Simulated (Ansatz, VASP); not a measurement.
# Ga: VASP beside Ansatz

```
CELL_PARAMETERS angstrom
0.00000 1.81546 1.81546
1.81546 0.00000 1.81546
1.81546 1.81546 0.00000
ATOMIC_POSITIONS crystal
Ga 0.00000 0.00000 0.00000
```

Alike in both runs: task relaxation of cell and atoms; functional PBE; k mesh 17 × 17 × 17; occupations fermi-dirac, width 0.05 eV; no spin polarisation.

|  | VASP | Ansatz |
| --- | --- | --- |
| version | VASP 6.6.1 | Ansatz 0.2.0 |
| potentials or method | VASP PAW PBE potentials, release 64 (Ga_d) | PAW with Ansatz's default frozen-core files, scalar-relativistic |
| plane-wave cutoff (eV) | 600 | 420 |
| valence electrons in the cell | 13 | 13 |

Ansatz gave:

```
relaxed volume (Å³/atom)                                        : 18.99
relaxed length of the cell vector where the two differ most in proportion (Å) : 2.994
```

**Question.** What did VASP give for the same quantities?

**Answer.** Relaxed volume (Å³/atom): 18.94; relaxed length of the cell vector where the two differ most in proportion (Å): 2.992.

Noted on VASP's run: the volume moved by over 15 % at a fixed basis, so the end points are rough.
